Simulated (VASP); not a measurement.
Hf: single point with PBE

The system is Hf, a slab with vacuum.

```
CELL_PARAMETERS angstrom
3.20320 0.00000 0.00000
0.00000 5.07025 0.00000
0.00000 0.00000 19.69870
ATOMIC_POSITIONS crystal
Hf 0.00000 0.75000 0.40612
Hf 0.50000 0.25000 0.45306
Hf 0.50000 0.75000 0.54694
Hf 0.00000 0.25000 0.59388
```

```
Program             : VASP 6.6.1
Task                : single point
Functional          : PBE
Potentials or basis : VASP PAW PBE potentials, release 64 (Hf_pv)
Cutoff              : 520 eV
k mesh              : 13 × 8 × 1
Occupations         : fermi-dirac, width 0.05 eV
Spin                : no spin polarisation
```

- Largest force: 0.679 eV/Å
- Band gap on the k mesh: zero (band 20 reaches -0.83 eV, above the bottom of band 21 at -1.42 eV)

Forces on the atoms (eV/Å):
```
Hf   0.000  0.000  0.679
Hf   0.000  0.000  0.401
Hf   0.000  0.000 -0.401
Hf   0.000  0.000 -0.679
```

Levels at points of the mesh, in eV from the Fermi level:
| k point | band 16 | band 17 | band 18 | band 19 | band 20 | band 21 | band 22 | band 23 | band 24 | band 25 |
| --- | --- | --- | --- | --- | --- | --- | --- | --- | --- | --- |
| (0.00, 0.00, 0.00) | -2.43 | -1.42 | -0.60 | -0.30 | 0.40 | 0.42 | 0.96 | 1.09 | 1.26 | 1.36 |
| (0.00, 0.50, 0.00) | -3.28 | -0.80 | -0.80 | -0.34 | -0.34 | 0.39 | 0.39 | 0.56 | 0.56 | 1.39 |

It took 5.1 min on 1 thread of Intel(R) Xeon(R) 6975P-C (Granite Rapids) (shared host), peak memory 0.52 GiB.

Caveat: spin-orbit coupling is left out, which moves the levels of the heavy elements.
